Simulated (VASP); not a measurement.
# Ir (Fm-3m) in VASP: notebook

Ir is run at these levels: LDA; tasks: single point.

Everything below comes from runs of VASP 6.6.1. Logs are shortened: lines on timing, memory, paths and dates and some standing lists are left out, and cuts for length are marked.

## Step 1: The cell of the first run

The structure is cubic, space group Fm-3m (No. 225). Conventional cell: a = 3.840 Å, b = 3.840 Å, c = 3.840 Å, α = 90.00°, β = 90.00°, γ = 90.00°. Ir (site symmetry m-3m) has 12 Ir at 2.72 Å within 3.6 Å.

## Step 2: Single point, LDA

The input, INCAR:

```
  PREC = Accurate
  ENCUT = 520
  EDIFF = 1E-6
  ISMEAR = 0
  SIGMA = 0.05
  LREAL = F
  LASPH = T
  NELM = 100
  ALGO = Normal
  ISIF = 2
  LWAVE = F
  LCHARG = F
  GGA = CA
  NBANDS = 10
```

The input, KPOINTS:

```
regular mesh
0
Gamma
  18 18 18
```

The input, POSCAR:

```
Ir
1.0
    0.0000000000      1.9200000000      1.9200000000
    1.9200000000      0.0000000000      1.9200000000
    1.9200000000      1.9200000000      0.0000000000
Ir
1
Direct
    0.0000000000      0.0000000000      0.0000000000
```

Potentials or basis: VASP PAW LDA potentials, release 64 (Ir).

Command:

```sh
$ cat potpaw_LDA.64/Ir/POTCAR > POTCAR
$ mpirun -np 1 vasp_std > vasp.out
```

OUTCAR:

```text
PREC = Accurate
   ENCUT = 520
   EDIFF = 1E-6
   ISMEAR = 0
   LREAL = F
   LASPH = T
   NELM = 100
   ISIF = 2
   GGA = CA

 ion  position               nearest neighbor table
   1  0.000  0.000  0.000-

  LATTYP: Found a face centered cubic cell.
 ALAT       =     3.8400000000

  Lattice vectors:

 A1 = (   0.0000000000,   1.9200000000,   1.9200000000)
 A2 = (   1.9200000000,   0.0000000000,   1.9200000000)
 A3 = (   1.9200000000,   1.9200000000,   0.0000000000)

Analysis of symmetry for initial positions (statically):
[... 5 lines left out ...]
 face centered cubic supercell.

 Subroutine GETGRP returns: Found 48 space group operations
 (whereof 48 operations were pure point group operations)
 out of a pool of 48 trial point group operations.

The static configuration has the point symmetry O_h .

Analysis of symmetry for dynamics (positions and initial velocities):
[... 5 lines left out ...]
 face centered cubic supercell.

 Subroutine GETGRP returns: Found 48 space group operations
 (whereof 48 operations were pure point group operations)
 out of a pool of 48 trial point group operations.

The dynamic configuration has the point symmetry O_h .

 Subroutine INISYM returns: Found 48 space group operations
 (whereof 48 operations are pure point group operations),
 and found     1 'primitive' translations

----------------------------------------------------------------------------------------

                                     Primitive cell

  volume of cell :      14.1558

  direct lattice vectors                    reciprocal lattice vectors
     0.000000000  1.920000000  1.920000000    -0.260416667  0.260416667  0.260416667
     1.920000000  0.000000000  1.920000000     0.260416667 -0.260416667  0.260416667
     1.920000000  1.920000000  0.000000000     0.260416667  0.260416667 -0.260416667

  length of vectors
     2.715290040  2.715290040  2.715290040     0.451054898  0.451054898  0.451054898

  position of ions in fractional coordinates (direct lattice)
     0.000000000  0.000000000  0.000000000

  ion indices of the primitive-cell ions
   primitive index   ion index
                 1           1

----------------------------------------------------------------------------------------

 KPOINTS: regular mesh

Automatic generation of k-mesh.
 Grid dimensions read from file:
 generate k-points for:   18   18   18

 Generating k-lattice:

  Cartesian coordinates                     Fractional coordinates (reciprocal lattice)
    -0.014467593  0.014467593  0.014467593     0.055555556  0.000000000  0.000000000
     0.014467593 -0.014467593  0.014467593     0.000000000  0.055555556  0.000000000
     0.014467593  0.014467593 -0.014467593     0.000000000  0.000000000  0.055555556

  Length of vectors
     0.025058605  0.025058605  0.025058605

  Shift w.r.t. Gamma in fractional coordinates (k-lattice)
     0.000000000  0.000000000  0.000000000

 Subroutine IBZKPT returns following result:
 ===========================================

 Found    195 irreducible k-points:

 Following reciprocal coordinates:
            Coordinates               Weight
  0.000000  0.000000  0.000000      1.000000
  0.055556  0.000000  0.000000      8.000000
  0.111111  0.000000  0.000000      8.000000
  0.166667  0.000000  0.000000      8.000000
  0.222222  0.000000  0.000000      8.000000
  0.277778  0.000000  0.000000      8.000000
[... 16 lines left out ...]
 -0.277778  0.055556  0.000000     24.000000
 -0.222222  0.055556  0.000000     24.000000
 [... further k-points ...]
   k-points           NKPTS =    195   k-points in BZ     NKDIM =    195   number of bands    NBANDS=     10
   number of dos      NEDOS =    301   number of ions     NIONS =      1
   total plane-waves  NPLWV =   8000
   dimension x,y,z NGX =    20 NGY =   20 NGZ =   20
   dimension x,y,z NGXF=    40 NGYF=   40 NGZF=   40
   ions per type =               1
   NGX,Y,Z   is equivalent  to a cutoff of  12.25, 12.25, 12.25 a.u.
   NGXF,Y,Z  is equivalent  to a cutoff of  24.49, 24.49, 24.49 a.u.
 SYSTEM =  unknown system
   PREC   = accura    normal or accurate (medium, high low for compatibility)
   ISTART =      0    job   : 0-new  1-cont  2-samecut
   ICHARG =      2    charge: 1-file 2-atom 10-const
   ISPIN  =      1    spin polarized calculation?
   LNONCOLLINEAR =      F non collinear calculations
   LSORBIT =      F    spin-orbit coupling
   LASPH  =      T    aspherical Exc in radial PAW
   ENCUT  =  520.0 eV  38.22 Ry    6.18 a.u.   5.05  5.05  5.05*2*pi/ulx,y,z
   NELM   =    100;   NELMIN=  2; NELMDL= -5     # of ELM steps
   EDIFF  = 0.1E-05   stopping-criterion for ELM
   LREAL  =      F    real-space projection
   EDIFFG = 0.1E-04   stopping-criterion for IOM
   NSW    =      0    number of steps for IOM
   IBRION =     -1    ionic relax: 0-MD 1-quasi-New 2-CG
   NFREE  =      0    steps in history (QN), initial steepest desc. (CG)
   ISIF   =      2    stress and relaxation
   ISYM   =      2    0-nonsym 1-usesym 2-fastsym
   POTIM  = 0.5000    time-step for ionic-motion
   TEBEG  =    0.0;   TEEND  =   0.0 temperature during run
   PSTRESS=    0.0 pullay stress
   NELECT =       9.0000    total number of electrons
   NUPDOWN=      -1.0000    fix difference up-down
   EMIN   =  10.00;   EMAX   =-10.00  energy-range for DOS
   EFERMI =   0.00;   METHOD = LEGACY
   ISMEAR =     0;   SIGMA  =   0.05  broadening in eV -4-tet -1-fermi 0-gaus
   EFERMI_NEDOS =   21; number of points for ismear=-14 and -15
   IALGO  =     38    algorithm
   IMIX   =      4    mixing-type and parameters
     AMIX     =   0.40;   BMIX     =  1.00
     AMIX_MAG =   1.60;   BMIX_MAG =  1.00
  volume/ion in A,a.u.               =      14.16        95.53
  Fermi-wavevector in a.u.,A,eV,Ry     =   1.407703  2.660173 26.961691  1.981628
  Thomas-Fermi vector in A             =   2.529935
   LORBIT       =      0    0 simple, 1 ext, 2 COOP (PROOUT), +10 PAW based schemes
   GGA     = CA    functional components
   LHFCALC =     F    Hartree Fock is set to
   AEXX    =    0.0000 exact exchange contribution
   IVDW    =     0    specifies the selected vdW correction
   LEPSILON=     F    determine dielectric tensor
   LRPA    =     F    only Hartree local field effects (RPA)
 non-spin polarized calculation
 Gauss-broadening in eV      SIGMA  =   0.05
  energy-cutoff  :      520.00
  volume of cell :       14.16
 maximum number of plane-waves:       392
   NGX =  9   NGY =  9   NGZ =  9

 number of electron       9.0000000 magnetization

 Free energy of the ion-electron system (eV)
  ---------------------------------------------------
  ext. energy  EPLUGINS =         0.00000000
  ---------------------------------------------------
  free energy    TOTEN  =       -10.32278890 eV

  energy without entropy =      -10.32137736  energy(sigma->0) =      -10.32208313

 E-fermi :  10.3308     XC(G=0): -14.1361

 val. band max:       10.3237450253   @ k =   0.5000   0.2222   0.1111
 cond. band min:      10.3413272591   @ k =   0.3333   0.1111   0.0556
 fundamental gap:      0.0175822338
 Fermi energy:        10.3307746283

 k-point     1 :       0.0000    0.0000    0.0000
  band No.  band energies     occupation
      1      -0.8005      2.00000
      2       6.3851      2.00000
      3       6.3851      2.00000
      4       6.3851      2.00000
      5       9.1097      2.00000
      6       9.1097      2.00000
      7      24.6455      0.00000
      8      30.1802      0.00000
      9      30.1802      0.00000
     10      30.1802      0.00000

 k-point     2 :       0.0556    0.0000    0.0000
  band No.  band energies     occupation
      1      -0.6627      2.00000
      2       6.3117      2.00000
      3       6.4453      2.00000
      4       6.4453      2.00000
      5       9.0704      2.00000
      6       9.0704      2.00000
      7      24.8847      0.00000
      8      29.4477      0.00000
      9      30.4076      0.00000
     10      30.4076      0.00000

 k-point     3 :       0.1111    0.0000    0.0000
  band No.  band energies     occupation
      1      -0.2638      2.00000
      2       6.1237      2.00000
      3       6.6033      2.00000
      4       6.6033      2.00000
      5       8.9845      2.00000
      6       8.9845      2.00000
      7      25.5415      0.00000
      8      28.0047      0.00000
      9      31.0687      0.00000
     10      31.0687      0.00000

 k-point     4 :       0.1667    0.0000    0.0000
  band No.  band energies     occupation
      1       0.3468      2.00000
      2       5.9124      2.00000
      3       6.7817      2.00000
      4       6.7817      2.00000
      5       8.9503      2.00000
      6       8.9503      2.00000
      7      26.2227      0.00000
      8      26.6586      0.00000
      9      32.1014      0.00000
     10      32.1014      0.00000

 k-point     5 :       0.2222    0.0000    0.0000
  band No.  band energies     occupation
      1       1.0621      2.00000
      2       5.8261      2.00000
      3       6.8592      2.00000
      4       6.8592      2.00000
      5       9.1086      2.00000
      6       9.1086      2.00000
      7      24.8690      0.00000
      8      27.1158      0.00000
      9      33.3796      0.00000
     10      33.3796      0.00000

 k-point     6 :       0.2778    0.0000    0.0000
  band No.  band energies     occupation
      1       1.6948      2.00000
      2       6.0716      2.00000
      3       6.7817      2.00000
      4       6.7817      2.00000
      5       9.5141      2.00000
      6       9.5141      2.00000
      7      23.3023      0.00000
      8      26.8191      0.00000
      9      34.2035      0.00000
     10      34.2045      0.00000
[... 183 lines left out ...]
 k-point    21 :      -0.3889    0.0556    0.0000
  band No.  band energies     occupation
      1       2.3144      2.00000
      2       6.3280      2.00000
      3       6.4841      2.00000
      4       8.0114      2.00000
      5      10.5315      0.00000
      6      11.3943      0.00000
      7      19.2072      0.00000
      8      24.8986      0.00000
      9      30.0930      0.00000
     10      31.4323      0.00000

 k-point    22 :      -0.3333    0.0556    0.0000
  band No.  band energies     occupation
      1       2.2485      2.00000
      2       6.4920      2.00000
      3       6.6333      2.00000
      4       6.9476      2.00000
      5       9.9180      2.00000
      6      10.8272      0.00000
      7      21.0355      0.00000
      8      25.6590      0.00000
      9      30.9958      0.00000
     10      33.0578      0.00000

 k-point    23 :      -0.2778    0.0556    0.0000
  band No.  band energies     occupation
      1       1.9740      2.00000
      2       6.0917      2.00000
      3       6.7083      2.00000
      4       6.8134      2.00000
      5       9.2940      2.00000
      6      10.2151      1.99893
      7      22.8484      0.00000
      8      26.6591      0.00000
      9      32.0526      0.00000
     10      34.0979      0.00000

 k-point    24 :      -0.2222    0.0556    0.0000
  band No.  band energies     occupation
      1       1.4106      2.00000
      2       5.7338      2.00000
      3       6.8520      2.00000
      4       6.9418      2.00000
      5       8.8121      2.00000
      6       9.6751      2.00000
      7      24.4782      0.00000
      8      27.2903      0.00000
      9      32.3451      0.00000
     10      33.5727      0.00000

 [... further k-points ...]
[... 5 lines left out ...]
  --------------------------------------------------------------------------------------
  -------------------------------------------------------------------------------------
  Total       -0.5671288     -0.5671288     -0.5671288      0.0000000      0.0000000      0.0000000
  in kB      -64.1887018    -64.1887018    -64.1887018      0.0000000      0.0000000      0.0000000
  external PRESSURE =     -64.1887018 kB  Pullay stress =       0.0000000 kB

 VOLUME and BASIS-vectors are now :
 -----------------------------------------------------------------------------
  energy-cutoff  :      520.00
  volume of cell :       14.16
      direct lattice vectors                 reciprocal lattice vectors
     0.000000000  1.920000000  1.920000000    -0.260416667  0.260416667  0.260416667
     1.920000000  0.000000000  1.920000000     0.260416667 -0.260416667  0.260416667
     1.920000000  1.920000000  0.000000000     0.260416667  0.260416667 -0.260416667

 POSITION                                       TOTAL-FORCE (eV/Angst)
 -----------------------------------------------------------------------------------
      0.00000      0.00000      0.00000         0.000000      0.000000      0.000000
 -----------------------------------------------------------------------------------
    total drift:                                0.000000      0.000000      0.000000

  FREE ENERGIE OF THE ION-ELECTRON SYSTEM (eV)
  ---------------------------------------------------
  free  energy   TOTEN  =       -10.3227888951 eV

  energy  without entropy=      -10.3213773592  energy(sigma->0) =      -10.32208313
```

Run time: 12 s. Hardware: 1 thread of Intel Xeon Platinum 8488C (Sapphire Rapids), shared host; peak memory 0.14 GiB.

Results:

```
Free energy : -10.3228 eV
Pressure    : -6.4 GPa
```

Caveat: spin-orbit coupling is left out, which moves the levels of the heavy elements.

## Step 3: Single point, LDA

The input, INCAR:

```
  PREC = Accurate
  ENCUT = 500
  EDIFF = 1E-6
  ISMEAR = 0
  SIGMA = 0.05
  LREAL = F
  LASPH = T
  NELM = 120
  ALGO = Normal
  ISIF = 2
  LWAVE = F
  LCHARG = F
  GGA = CA
  NBANDS = 14
  GGA_COMPAT = F
```

KPOINTS is that of step 2.

POSCAR is that of step 2.

Potentials or basis: VASP PAW LDA potentials, release 64 (Ir_sv_GW).

Command:

```sh
$ cat potpaw_LDA.64/Ir_sv_GW/POTCAR > POTCAR
$ mpirun -np 1 vasp_std > vasp.out
```

It took 28 s on 1 thread of AMD EPYC 7R13 (Zen 3), shared host; peak memory 0.12 GiB.

It converged, with:

```
Free energy : -10.8965 eV
Pressure    : -10.5 GPa
```

Levels at points of the mesh, in eV from the Fermi level:
| k point | band 4 | band 5 | band 6 | band 7 | band 8 | band 9 | band 10 | band 11 | band 12 | band 13 |
| --- | --- | --- | --- | --- | --- | --- | --- | --- | --- | --- |
| (0.00, 0.00, 0.00) | -49.23 | -11.11 | -3.94 | -3.94 | -3.94 | -1.22 | -1.22 | 13.62 | 19.09 | 19.09 |
| (0.50, 0.00, 0.00) | -49.35 | -8.13 | -4.03 | -4.03 | -0.74 | 0.87 | 0.87 | 7.25 | 13.28 | 19.06 |
| (0.50, 0.50, 0.00) | -49.53 | -7.94 | -7.38 | 0.86 | 1.44 | 1.44 | 1.70 | 10.51 | 11.46 | 11.46 |

Caveat: spin-orbit coupling is left out, which moves the levels of the heavy elements.
